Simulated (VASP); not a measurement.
A run of VASP 6.6.1 is set up as follows.

The input INCAR:

```
SYSTEM = Cd2Se3
PREC = Accurate
ENCUT = 520
EDIFF = 1E-7
ISMEAR = 0
SIGMA = 0.1
LREAL = .False.
LASPH = .True.
NELM = 100
ALGO = Normal
ISIF = 2
LWAVE = .False.
LCHARG = .False.
GGA = PE
NBANDS = 29
```

File KPOINTS:

```
regular mesh
0
Gamma
  10 10 4
  0 0 0
```

The input POSCAR:

```
Cd2Se3
1.0
    4.1388946977      0.0000000000      0.0000000000
    0.0000000000      4.1388946977      0.0000000000
    0.0000000000      0.0000000000     10.0299559836
Cd Se
2 3
Direct
    0.0000000000      0.0000000000      0.5000000000
    0.5000000000      0.5000000000      0.5000000000
    0.0000000000      0.0000000000      0.0000000000
    0.0000000000      0.0000000000      0.2376076968
    0.0000000000      0.0000000000      0.7623923032
```

Potentials or basis: VASP PAW PBE potentials, release 64 (Cd, Se).

Launch:

```sh
$ cat potpaw_PBE.64/Cd/POTCAR potpaw_PBE.64/Se/POTCAR > POTCAR
$ mpirun -np 1 vasp_std > vasp.out
```

Task: Predict the largest force.

Result: 0.031 eV/Å.

Task: What does it give for the pressure?

Result: 0.1 GPa.

Task: What does it give for the band gap on the k mesh?

Result: Zero (bands 21 and 22 overlap by 1.38 eV).

Forces on the atoms (eV/Å):
```
Cd   0.000  0.000  0.000
Cd   0.000  0.000  0.000
Se   0.000  0.000  0.000
Se   0.000  0.000 -0.031
Se   0.000  0.000  0.031
```
